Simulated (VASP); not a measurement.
Wanted: the native input for a VASP 6.6.1 run.

| Property | Result |
| --- | --- |
| Task | single point |
| Functional | HSE06 |
| Potentials or basis | VASP PAW PBE potentials, release 64 (Pb_d, S) |
| Cutoff | 520 eV |
| k mesh | 4 × 4 × 4 |
| Occupations | gaussian, width 0.01 eV |
| Spin | no spin polarisation |
| Dipole correction | no |
| Grid for exact exchange (PRECFOCK) | Normal |
| Further INCAR settings | ALGO = Normal; EDIFF = 1e-07; NBANDS = 17 |
| Share of exact exchange | 0.25 |
| Screening parameter | 0.2079 1/Å |

The system is PbS.

```
CELL_PARAMETERS angstrom
0.00000 2.98723 2.98723
2.98723 0.00000 2.98723
2.98723 2.98723 0.00000
ATOMIC_POSITIONS crystal
Pb 0.00000 0.00000 0.00000
S 0.50000 0.50000 0.50000
```

One way to write it, as run:

POSCAR

```
PbS
1.0
    0.0000000000      2.9872327164      2.9872327164
    2.9872327164      0.0000000000      2.9872327164
    2.9872327164      2.9872327164      0.0000000000
Pb S
1 1
Direct
    0.0000000000      0.0000000000      0.0000000000
    0.5000000000      0.5000000000      0.5000000000
```

INCAR.step1

```
PREC = Accurate
ENCUT = 520
EDIFF = 1E-5
ISMEAR = 0
SIGMA = 0.01
LREAL = False
LASPH = True
NELM = 100
ALGO = Normal
ISIF = 2
LWAVE = True
LCHARG = False
GGA = PE
NBANDS = 17
```

INCAR.step2

```
PREC = Accurate
ENCUT = 520
EDIFF = 1E-7
ISMEAR = 0
SIGMA = 0.01
LREAL = False
LASPH = True
NELM = 100
ALGO = Normal
ISIF = 2
LWAVE = False
LCHARG = False
GGA = PE
LHFCALC = True
HFSCREEN = 0.2079
PRECFOCK = Normal
ISTART = 1
NBANDS = 17
```

KPOINTS

```
regular mesh
0
Gamma
  4 4 4
```

Potentials or basis: VASP PAW PBE potentials, release 64 (Pb_d, S).

Command:

```bash
$ cat potpaw_PBE.64/Pb_d/POTCAR potpaw_PBE.64/S/POTCAR > POTCAR
$ cp INCAR.step1 INCAR
$ mpirun -np 1 vasp_std > vasp.out
$ cp INCAR.step2 INCAR
$ mpirun -np 1 vasp_std > vasp.out
```

It gave:

```yaml
Pressure: -0.2 GPa
Band_gap_on_the_k_mesh: 0.89 eV
```

Caveat: the k points lie up to 0.46 Å⁻¹ apart; the PAW data sets were made with another functional, which shifts forces and pressure a little; spin-orbit coupling is left out, which moves the levels of the heavy elements.

It took 12 min on 1 thread of AMD EPYC 7R43 64-Core Processor (Zen 3), on a shared host, peak memory 0.25 GiB.
